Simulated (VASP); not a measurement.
# C (Pm-3m) in VASP: further runs

Runs on C. Level: r2SCAN. Tasks: relaxation of cell and atoms.

Program: VASP 6.6.1. These are calculated values, not measurements. Logs are shortened: lines on timing, memory, paths and dates and some standing lists are left out, and cuts for length are marked.

## Step 1: The cell of the first run

It takes space group Pm-3m (No. 221, cubic). Conventional cell: a = 1.950 Å, b = 1.950 Å, c = 1.950 Å, α = 90.00°, β = 90.00°, γ = 90.00°. Within 2.6 Å of C (site symmetry m-3m) lie 6 C at 1.95 Å.

## Step 2: Relaxation of cell and atoms, r2SCAN, target pressure 10 GPa, at which the enthalpy is minimised

POSCAR reads:

```
C
1.0
    1.9500000000      0.0000000000      0.0000000000
    0.0000000000      1.9500000000      0.0000000000
    0.0000000000      0.0000000000      1.9500000000
C
1
Direct
    0.0000000000      0.0000000000      0.0000000000
```

INCAR.step1 reads:

```
SYSTEM = C
PREC     = Accurate       ! precision mode
ENCUT    = 600            ! plane-wave cutoff, eV
ISMEAR   = -1             ! smearing method
SIGMA    = 0.05           ! smearing width, eV
LREAL    = .False.        ! projectors in reciprocal space
LASPH    = .True.         ! aspherical terms in the spheres
NELM     = 60             ! most SCF steps
GGA      = PE             ! functional
ALGO     = Normal         ! electronic algorithm
EDIFF    = 1E-4           ! SCF threshold, eV
LWAVE    = .True.         ! write WAVECAR
LCHARG   = .False.        ! write CHGCAR
```

INCAR.step2 reads:

```
SYSTEM = C
PREC     = Accurate       ! precision mode
ENCUT    = 600            ! plane-wave cutoff, eV
EDIFF    = 1E-6           ! SCF threshold, eV
ISMEAR   = -1             ! smearing method
SIGMA    = 0.05           ! smearing width, eV
LREAL    = .False.        ! projectors in reciprocal space
LASPH    = .True.         ! aspherical terms in the spheres
NELM     = 60             ! most SCF steps
ALGO     = Normal         ! electronic algorithm
ISIF     = 3              ! what is computed and relaxed
LWAVE    = .False.        ! write WAVECAR
LCHARG   = .False.        ! write CHGCAR
METAGGA  = R2SCAN         ! meta-GGA
LMIXTAU  = .True.       
IBRION   = 2              ! ionic algorithm
NSW      = 80             ! ionic steps
EDIFFG   = -0.03          ! ionic threshold
PSTRESS  = 100.0        
ISTART   = 1
```

KPOINTS reads:

```
Automatic mesh
0
Gamma
  11 11 11
  0 0 0
```

Potentials or basis: VASP PAW PBE potentials, release 64 (C).

On the command line:

```bash
$ cat potpaw_PBE.64/C/POTCAR > POTCAR
$ cp INCAR.step1 INCAR
$ mpirun -np 1 vasp_std > vasp.out
$ cp INCAR.step2 INCAR
$ mpirun -np 1 vasp_std > vasp.out
```

OUTCAR:

```text
SYSTEM = C
   PREC = Accurate
   ENCUT = 600
   EDIFF = 1E-6
   ISMEAR = -1
   LREAL = .False.
   LASPH = .True.
   NELM = 60
   ISIF = 3
   METAGGA = R2SCAN
   IBRION = 2
   NSW = 80
   EDIFFG = -0.03
   PSTRESS = 100.0
   ISTART = 1

 ion  position               nearest neighbor table
   1  0.000  0.000  0.000-

  LATTYP: Found a simple cubic cell.
 ALAT       =     1.9500000000

  Lattice vectors:

 A1 = (   1.9500000000,   0.0000000000,   0.0000000000)
 A2 = (   0.0000000000,   1.9500000000,   0.0000000000)
 A3 = (   0.0000000000,   0.0000000000,   1.9500000000)

Analysis of symmetry for initial positions (statically):
=====================================================================
 Subroutine PRICEL returns:
 Original cell was already a primitive cell.

 Routine SETGRP: Setting up the symmetry group for a
 simple cubic supercell.

 Subroutine GETGRP returns: Found 48 space group operations
 (whereof 48 operations were pure point group operations)
 out of a pool of 48 trial point group operations.

The static configuration has the point symmetry O_h .

Analysis of symmetry for dynamics (positions and initial velocities):
=====================================================================
 Subroutine PRICEL returns:
 Original cell was already a primitive cell.

 Routine SETGRP: Setting up the symmetry group for a
 simple cubic supercell.

 Subroutine GETGRP returns: Found 48 space group operations
 (whereof 48 operations were pure point group operations)
 out of a pool of 48 trial point group operations.

The dynamic configuration has the point symmetry O_h .

 Subroutine INISYM returns: Found 48 space group operations
 (whereof 48 operations are pure point group operations),
 and found     1 'primitive' translations

----------------------------------------------------------------------------------------

                                     Primitive cell

  volume of cell :       7.4149

  direct lattice vectors                    reciprocal lattice vectors
     1.950000000  0.000000000  0.000000000     0.512820513  0.000000000  0.000000000
     0.000000000  1.950000000  0.000000000     0.000000000  0.512820513  0.000000000
     0.000000000  0.000000000  1.950000000     0.000000000  0.000000000  0.512820513

  length of vectors
     1.950000000  1.950000000  1.950000000     0.512820513  0.512820513  0.512820513

  position of ions in fractional coordinates (direct lattice)
     0.000000000  0.000000000  0.000000000

  ion indices of the primitive-cell ions
   primitive index   ion index
                 1           1

----------------------------------------------------------------------------------------

 KPOINTS: Automatic mesh

Automatic generation of k-mesh.
 Grid dimensions read from file:
 generate k-points for:   11   11   11

 Generating k-lattice:

  Cartesian coordinates                     Fractional coordinates (reciprocal lattice)
     0.046620047  0.000000000  0.000000000     0.090909091  0.000000000  0.000000000
     0.000000000  0.046620047  0.000000000     0.000000000  0.090909091  0.000000000
     0.000000000  0.000000000  0.046620047     0.000000000  0.000000000  0.090909091

  Length of vectors
     0.046620047  0.046620047  0.046620047

  Shift w.r.t. Gamma in fractional coordinates (k-lattice)
     0.000000000  0.000000000  0.000000000

 Subroutine IBZKPT returns following result:
 ===========================================

 Found     56 irreducible k-points:

 Following reciprocal coordinates:
            Coordinates               Weight
  0.000000  0.000000  0.000000      1.000000
  0.090909  0.000000  0.000000      6.000000
  0.181818  0.000000  0.000000      6.000000
  0.272727  0.000000  0.000000      6.000000
  0.363636  0.000000  0.000000      6.000000
  0.454545  0.000000  0.000000      6.000000
[... 16 lines left out ...]
  0.181818  0.090909  0.090909     24.000000
  0.272727  0.090909  0.090909     24.000000
 [... further k-points ...]
   k-points           NKPTS =     56   k-points in BZ     NKDIM =     56   number of bands    NBANDS=      6
   number of dos      NEDOS =    301   number of ions     NIONS =      1
   total plane-waves  NPLWV =   4096
   dimension x,y,z NGX =    16 NGY =   16 NGZ =   16
   dimension x,y,z NGXF=    32 NGYF=   32 NGZF=   32
   ions per type =               1
   NGX,Y,Z   is equivalent  to a cutoff of  13.64, 13.64, 13.64 a.u.
   NGXF,Y,Z  is equivalent  to a cutoff of  27.28, 27.28, 27.28 a.u.
 SYSTEM =  C
   PREC   = accura    normal or accurate (medium, high low for compatibility)
   ISTART =      1    job   : 0-new  1-cont  2-samecut
   ICHARG =      0    charge: 1-file 2-atom 10-const
   ISPIN  =      1    spin polarized calculation?
   LNONCOLLINEAR =      F non collinear calculations
   LSORBIT =      F    spin-orbit coupling
   LASPH  =      T    aspherical Exc in radial PAW
   ENCUT  =  600.0 eV  44.10 Ry    6.64 a.u.   3.89  3.89  3.89*2*pi/ulx,y,z
   NELM   =     60;   NELMIN=  2; NELMDL=  0     # of ELM steps
   EDIFF  = 0.1E-05   stopping-criterion for ELM
   LREAL  =      F    real-space projection
   EDIFFG = -.3E-01   stopping-criterion for IOM
   NSW    =     80    number of steps for IOM
   IBRION =      2    ionic relax: 0-MD 1-quasi-New 2-CG
   NFREE  =      1    steps in history (QN), initial steepest desc. (CG)
   ISIF   =      3    stress and relaxation
   ISYM   =      2    0-nonsym 1-usesym 2-fastsym
   POTIM  = 0.5000    time-step for ionic-motion
   TEBEG  =    0.0;   TEEND  =   0.0 temperature during run
   PSTRESS=  100.0 pullay stress
   NELECT =       4.0000    total number of electrons
   NUPDOWN=      -1.0000    fix difference up-down
   EMIN   =  10.00;   EMAX   =-10.00  energy-range for DOS
   EFERMI =   0.00;   METHOD = LEGACY
   ISMEAR =    -1;   SIGMA  =   0.05  broadening in eV -4-tet -1-fermi 0-gaus
   EFERMI_NEDOS =   21; number of points for ismear=-14 and -15
   IALGO  =     38    algorithm
   IMIX   =      4    mixing-type and parameters
     AMIX     =   0.40;   BMIX     =  1.00
     AMIX_MAG =   1.60;   BMIX_MAG =  1.00
  volume/ion in A,a.u.               =       7.41        50.04
  Fermi-wavevector in a.u.,A,eV,Ry     =   1.332683  2.518406 24.164548  1.776044
  Thomas-Fermi vector in A             =   2.461599
   LORBIT       =      0    0 simple, 1 ext, 2 COOP (PROOUT), +10 PAW based schemes
   METAGGA = R2SCAN    functional components
   LHFCALC =     F    Hartree Fock is set to
   AEXX    =    0.0000 exact exchange contribution
   IVDW    =     0    specifies the selected vdW correction
   LEPSILON=     F    determine dielectric tensor
   LRPA    =     F    only Hartree local field effects (RPA)
 conjugate gradient relaxation of ions
 non-spin polarized calculation
  energy-cutoff  :      600.00
  volume of cell :        7.41
 maximum number of plane-waves:       271
 NGX is ok and might be reduce to    16
   NGX =  7   NGY =  7   NGZ =  7

--------------------------------------- Ionic step        1  -------------------------------------------

 number of electron       4.0000000 magnetization

 Free energy of the ion-electron system (eV)
  ---------------------------------------------------
  ext. energy  EPLUGINS =         0.00000000
  ---------------------------------------------------
  free energy    TOTEN  =        -6.63241557 eV

  energy without entropy =       -6.62637342  energy(sigma->0) =       -6.62939449

 E-fermi :   6.5865     XC(G=0): -13.3556

 val. band max:        6.5039658323   @ k =   0.3636   0.3636   0.3636
 cond. band min:       6.6253013760   @ k =   0.4545   0.3636   0.0909
 fundamental gap:      0.1213355437
 Fermi energy:         6.5864808121

 k-point     1 :       0.0000    0.0000    0.0000
  band No.  band energies     occupation
      1     -12.5312      2.00000
      2      14.6364      0.00000
      3      14.6364      0.00000
      4      14.6364      0.00000
      5      30.6699      0.00000
      6      30.6699      0.00000

 k-point     2 :       0.0909    0.0000    0.0000
  band No.  band energies     occupation
      1     -12.2495      2.00000
      2      12.9115      0.00000
      3      14.8051      0.00000
      4      14.8051      0.00000
      5      30.9794      0.00000
      6      32.2956      0.00000

 k-point     3 :       0.1818    0.0000    0.0000
  band No.  band energies     occupation
      1     -11.4075      2.00000
      2       9.2357      0.00000
      3      15.2787      0.00000
      4      15.2787      0.00000
      5      31.8943      0.00000
      6      33.0026      0.00000

 k-point     4 :       0.2727    0.0000    0.0000
  band No.  band energies     occupation
      1     -10.0170      2.00000
      2       5.1847      2.00000
      3      15.9531      0.00000
      4      15.9531      0.00000
      5      33.2068      0.00000
      6      33.3602      0.00000
[... 230 lines left out ...]
 VOLUME and BASIS-vectors are now :
 -----------------------------------------------------------------------------
  energy-cutoff  :      600.00
  volume of cell :        4.73
      direct lattice vectors                 reciprocal lattice vectors
     1.678478853 -0.000000000 -0.000000000     0.595777539 -0.000000000  0.000000000
     0.000000000  1.678478853 -0.000000000     0.000000000  0.595777539  0.000000000
    -0.000000000 -0.000000000  1.678478853     0.000000000  0.000000000  0.595777539

 POSITION                                       TOTAL-FORCE (eV/Angst)
 -----------------------------------------------------------------------------------
      0.00000      0.00000      0.00000        -0.000000      0.000000      0.000000
 -----------------------------------------------------------------------------------
    total drift:                               -0.000000     -0.000000     -0.000000

  FREE ENERGIE OF THE ION-ELECTRON SYSTEM (eV)
  ---------------------------------------------------
  free  energy   TOTEN  =        -6.9123210788 eV

  energy  without entropy=       -6.9109951390  energy(sigma->0) =       -6.91165811

  enthalpy is  TOTEN    =        -6.6171749853 eV   P V=        0.2951460936

--------------------------------------- Ionic step        3  -------------------------------------------

 number of electron       4.0000000 magnetization

 Free energy of the ion-electron system (eV)
  ---------------------------------------------------
  ext. energy  EPLUGINS =         0.00000000
  ---------------------------------------------------
  free energy    TOTEN  =        -7.06300052 eV

  energy without entropy =       -7.06172101  energy(sigma->0) =       -7.06236076

 E-fermi :  11.9104     XC(G=0): -15.1543

 val. band max:       10.9527194001   @ k =   0.2727   0.1818   0.1818
 cond. band min:      11.9375334174   @ k =   0.4545   0.3636   0.3636
 fundamental gap:      0.9848140173
 Fermi energy:        11.9103691831

 k-point     1 :       0.0000    0.0000    0.0000
  band No.  band energies     occupation
      1     -12.4779      2.00000
      2      21.9211      0.00000
      3      21.9211      0.00000
      4      21.9211      0.00000
      5      38.5182      0.00000
      6      38.5182      0.00000

 k-point     2 :       0.0909    0.0000    0.0000
  band No.  band energies     occupation
      1     -12.1279      2.00000
      2      19.4269      0.00000
      3      22.1629      0.00000
      4      22.1629      0.00000
      5      38.9083      0.00000
      6      41.2176      0.00000

 k-point     3 :       0.1818    0.0000    0.0000
  band No.  band energies     occupation
      1     -11.0793      2.00000
      2      14.4783      0.00000
      3      22.8479      0.00000
      4      22.8479      0.00000
      5      40.0639      0.00000
      6      44.7100      0.00000

 k-point     4 :       0.2727    0.0000    0.0000
  band No.  band energies     occupation
      1      -9.3367      2.00000
      2       9.2419      2.00000
      3      23.8413      0.00000
      4      23.8413      0.00000
      5      41.9243      0.00000
      6      44.6691      0.00000
[... 193 lines left out ...]
 VOLUME and BASIS-vectors are now :
 -----------------------------------------------------------------------------
  energy-cutoff  :      600.00
  volume of cell :        5.35
      direct lattice vectors                 reciprocal lattice vectors
     1.748520701 -0.000000000 -0.000000000     0.571912016 -0.000000000  0.000000000
     0.000000000  1.748520701 -0.000000000     0.000000000  0.571912016  0.000000000
    -0.000000000 -0.000000000  1.748520701     0.000000000  0.000000000  0.571912016

 POSITION                                       TOTAL-FORCE (eV/Angst)
 -----------------------------------------------------------------------------------
      0.00000      0.00000      0.00000        -0.000000     -0.000000      0.000000
 -----------------------------------------------------------------------------------
    total drift:                                0.000000     -0.000000     -0.000000

  FREE ENERGIE OF THE ION-ELECTRON SYSTEM (eV)
  ---------------------------------------------------
  free  energy   TOTEN  =        -7.0630005168 eV

  energy  without entropy=       -7.0617210070  energy(sigma->0) =       -7.06236076

  enthalpy is  TOTEN    =        -6.7293423549 eV   P V=        0.3336581619

 reached required accuracy - stopping structural energy minimisation
```

It used 11 s of CPU time on 1 thread of Intel Xeon 6975P-C, on a shared host.

What came out:

```
Free energy                                            : -7.0630 eV
Relaxed volume                                         : 5.35 Å³/atom
Relaxed cell                                           : a = 1.749 Å, b = 1.749 Å, c = 1.749 Å, α = 90.00°, β = 90.00°, γ = 90.00°
Space group after relaxing (to 0.05 Å)                 : Pm-3m (No. 221)
Energy change on relaxing (the enthalpy is what falls) : -430.6 meV/atom
Ionic steps                                            : 3
Pressure after relaxing                                : 10.1 GPa
Band gap on the k mesh                                 : zero (band 2 reaches 21.92 eV, above the bottom of band 3 at 9.60 eV)
```

The path:
```csv
step,energy change (eV),largest force (eV/Å),pressure (GPa),volume (Å³)
1,0.0000,0.0000,-52.37,7.41
2,-0.2799,0.0000,74.14,4.73
3,-0.4306,0.0000,10.15,5.35
```

Final structure:
```
C
1.0
     1.74852    0.00000    0.00000
     0.00000    1.74852    0.00000
     0.00000    0.00000    1.74852
C
1
Direct
  0.00000 0.00000 0.00000
```

Levels at points of the mesh, in eV from the Fermi level:
```
           k point  band 1  band 2  band 3  band 4  band 5  band 6
(0.00, 0.00, 0.00)  -24.39   10.01   10.01   10.01   26.61   26.61
```

Caveat: the cell is relaxed towards a set pressure, so the enthalpy falls and the energy may rise; the volume moved by over 15 % at a fixed basis, so the end points are rough; the PAW data sets were made with another functional, which shifts forces and pressure a little.

## Step 3: Relaxation of cell and atoms, r2SCAN, target pressure 20 GPa, at which the enthalpy is minimised

POSCAR is that of step 2.

INCAR.step1 reads:

```
  ALGO = Normal
  EDIFF = 1E-4
  ENCUT = 600
  GGA = PE
  ISMEAR = -1
  LASPH = T
  LCHARG = F
  LREAL = F
  LWAVE = T
  NELM = 100
  PREC = Accurate
  SIGMA = 0.05
```

INCAR.step2 reads:

```
  ALGO = Normal
  EDIFF = 1E-7
  EDIFFG = -0.03
  ENCUT = 600
  IBRION = 2
  ISIF = 3
  ISMEAR = -1
  ISTART = 1
  LASPH = T
  LCHARG = F
  LMIXTAU = T
  LREAL = F
  LWAVE = F
  METAGGA = R2SCAN
  NELM = 100
  NSW = 80
  PREC = Accurate
  PSTRESS = 200.0
  SIGMA = 0.05
```

KPOINTS reads:

```
k-points
0
Gamma
  11 11 11
```

Potentials or basis: VASP PAW PBE potentials, release 64 (C).

On the command line:

```bash
$ cat potpaw_PBE.64/C/POTCAR > POTCAR
$ cp INCAR.step1 INCAR
$ mpirun -np 1 vasp_std > vasp.out
$ cp INCAR.step2 INCAR
$ mpirun -np 1 vasp_std > vasp.out
```

Run time: 26 s. Hardware: 1 thread of Intel Xeon 6975P-C, shared host; peak memory 0.11 GiB.

It converged, with:

```yaml
Free_energy: -7.0517 eV
Relaxed_volume: 5.22 Å³/atom
Relaxed_cell: a = 1.735 Å, b = 1.735 Å, c = 1.735 Å, α = 90.00°, β = 90.00°, γ = 90.00°
Space_group_after_relaxing_to_0.05_Å: Pm-3m (No. 221)
Energy_change_on_relaxing_the_enthalpy_is_what_falls: -419.3 meV/atom
Ionic_steps: 6
Pressure_after_relaxing: 20.0 GPa
Band_gap_on_the_k_mesh: zero (band 2 reaches 22.50 eV, above the bottom of band 3 at 10.09 eV)
```

The path:
```csv
step,energy change (eV),largest force (eV/Å),pressure (GPa),volume (Å³)
1,0.0000,0.0000,-52.37,7.41
2,-0.0524,0.0000,132.41,4.37
3,-0.4213,0.0000,18.58,5.24
4,-0.4164,0.0000,21.89,5.20
5,-0.4219,0.0000,18.15,5.25
6,-0.4193,0.0000,20.00,5.22
```

Final structure:
```cif
data_structure
_symmetry_space_group_name_H-M 'P 1'
_symmetry_Int_Tables_number 1
_cell_length_a 1.7352
_cell_length_b 1.7352
_cell_length_c 1.7352
_cell_angle_alpha 90.000
_cell_angle_beta 90.000
_cell_angle_gamma 90.000
_cell_volume 5.22
loop_
_atom_site_label
_atom_site_type_symbol
_atom_site_fract_x
_atom_site_fract_y
_atom_site_fract_z
_atom_site_occupancy
C1 C 0.00000 0.00000 0.00000 1
```

Levels at points of the mesh, in eV from the Fermi level:
```csv
k point,band 1,band 2,band 3,band 4,band 5
"(0.00, 0.00, 0.00)",-24.76,10.22,10.22,10.22,26.85
```

Caveat: the cell is relaxed towards a set pressure, so the enthalpy falls and the energy may rise; the volume moved by over 15 % at a fixed basis, so the end points are rough; the PAW data sets were made with another functional, which shifts forces and pressure a little.
